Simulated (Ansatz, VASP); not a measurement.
## Two plane-wave programs on Sb

File POSCAR:

```
Sb
1.0
    2.1250856202      1.2269187549      3.7072099901
   -2.1250856202      1.2269187549      3.7072099901
    0.0000000000     -2.4538375098      3.7072099901
Sb
2
Direct
    0.7665100000      0.7665100000      0.7665100000
    0.2334900000      0.2334900000      0.2334900000
```

The input INCAR.step1:

```
SYSTEM = Sb
PREC = Accurate
ENCUT = 520
EDIFF = 1E-5
ISMEAR = -1
SIGMA = 0.05
LREAL = .FALSE.
LASPH = .TRUE.
NELM = 80
ALGO = Normal
ISIF = 2
LWAVE = .TRUE.
LCHARG = .FALSE.
GGA = PE
NBANDS = 12
```

File INCAR.step2:

```
SYSTEM = Sb
PREC = Accurate
ENCUT = 520
EDIFF = 1E-7
ISMEAR = -1
SIGMA = 0.05
LREAL = .FALSE.
LASPH = .TRUE.
NELM = 80
ALGO = Normal
ISIF = 2
LWAVE = .FALSE.
LCHARG = .FALSE.
GGA = PE
LHFCALC = .TRUE.
HFSCREEN = 0.2079
PRECFOCK = Normal
ISTART = 1
NBANDS = 12
```

File KPOINTS:

```
Automatic mesh
0
G
  4 4 4
  0 0 0
```

File input:

```
crystal:
  lattice:
    - [2.1250856202, 1.2269187549, 3.7072099901]
    - [-2.1250856202, 1.2269187549, 3.7072099901]
    - [0.0, -2.4538375098, 3.7072099901]
  atoms:
    - { symbol: Sb, position: [0.76651, 0.76651, 0.76651] }
    - { symbol: Sb, position: [0.23349, 0.23349, 0.23349] }
hamiltonian:
  xc: hse06
  pseudopotentials: { kind: paw }
kpoints:
  mp_grid: { grid: [4, 4, 4] }
scf:
  occupations: { method: fermi_dirac, width: 0.05 }
output:
  forces: true
  stress: true
  eigenvalues: true
```

Alike in both runs: task single point; functional HSE06; k mesh 4 × 4 × 4; occupations fermi-dirac, width 0.05 eV; no spin polarisation.

|  | VASP | Ansatz |
| --- | --- | --- |
| version | VASP 6.6.1 | Ansatz 0.2.0 |
| potentials or method | VASP PAW PBE potentials, release 64 (Sb) | Ansatz PAW |
| plane-wave cutoff (eV) | 520 | 420 |
| valence electrons in the cell | 10 | 30 |

VASP gave:

* gap on the k mesh at the Fermi level (eV): 0.26
* least direct gap on the mesh (eV): 0.45
* pressure (GPa): 2.5
* traceless stress, the component that is largest in VASP (GPa): -0.73
* rms of the force components (eV/Å): 0.101

**Question.** Estimate Ansatz's values.

**Answer.** gap on the k mesh at the Fermi level (eV): 0.24; least direct gap on the mesh (eV): 0.43; pressure (GPa): 3.5; traceless stress, the component that is largest in VASP (GPa): -0.83; rms of the force components (eV/Å): 0.055.

Atom by atom the forces differ by 0.046 eV/Å (rms over components). VASP's potentials hold 10 valence electrons a cell and Ansatz's 30, so a difference there can come from the potentials and not from the codes.

The k mesh is coarse, so the values compare programs but aren't converged. Spin-orbit coupling is off throughout.
